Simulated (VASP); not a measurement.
A run of VASP 6.6.1 is set up as follows.

Contents of POSCAR:

```
Te2Mo
1.0
    3.5565664135      0.0000000000      0.0000000000
   -1.7782832068      3.0800768643      0.0000000000
    0.0000000000      0.0000000000     15.3398765745
Te Mo
4 2
Direct
    0.3333333333      0.6666666667      0.6321297193
    0.6666666667      0.3333333333      0.1321297193
    0.3333333333      0.6666666667      0.8678702807
    0.6666666667      0.3333333333      0.3678702807
    0.3333333333      0.6666666667      0.2500000000
    0.6666666667      0.3333333333      0.7500000000
```

INCAR.step1

```
SYSTEM = Te2Mo
  ALGO = Normal
  EDIFF = 1E-6
  ENCUT = 520
  GGA = PE
  ISIF = 2
  ISMEAR = 0
  ISPIN = 2
  LASPH = .True.
  LCHARG = .True.
  LMAXMIX = 4
  LREAL = .False.
  LWAVE = .False.
  MAGMOM = 0 0 0 0 0.05 0.05
  NBANDS = 39
  NELM = 150
  PREC = Accurate
  SIGMA = 0.05
```

Contents of KPOINTS.step1:

```
k-points
0
Gamma
  10 10 2
  0 0 0
```

File INCAR.step2:

```
SYSTEM = Te2Mo
  ALGO = Normal
  EDIFF = 1E-6
  ENCUT = 520
  GGA = PE
  ICHARG = 11
  ISIF = 2
  ISMEAR = -5
  ISPIN = 2
  LASPH = .True.
  LCHARG = .False.
  LMAXMIX = 4
  LORBIT = 11
  LREAL = .False.
  LWAVE = .False.
  MAGMOM = 0 0 0 0 0.05 0.05
  NBANDS = 39
  NEDOS = 1001
  NELM = 150
  PREC = Accurate
  SIGMA = 0.05
```

KPOINTS.step2

```
k-points
0
Gamma
  15 15 3
  0 0 0
```

Potentials or basis: VASP PAW PBE potentials, release 64 (Te, Mo_sv).

Run with:

```console
$ cat potpaw_PBE.64/Te/POTCAR potpaw_PBE.64/Mo_sv/POTCAR > POTCAR
$ cp INCAR.step1 INCAR
$ cp KPOINTS.step1 KPOINTS
$ mpirun -np 1 vasp_std > vasp.out
$ cp INCAR.step2 INCAR
$ cp KPOINTS.step2 KPOINTS
$ mpirun -np 1 vasp_std > vasp.out
```

Problem. Estimate the net moment.

Solution. 0.00 μB per cell.
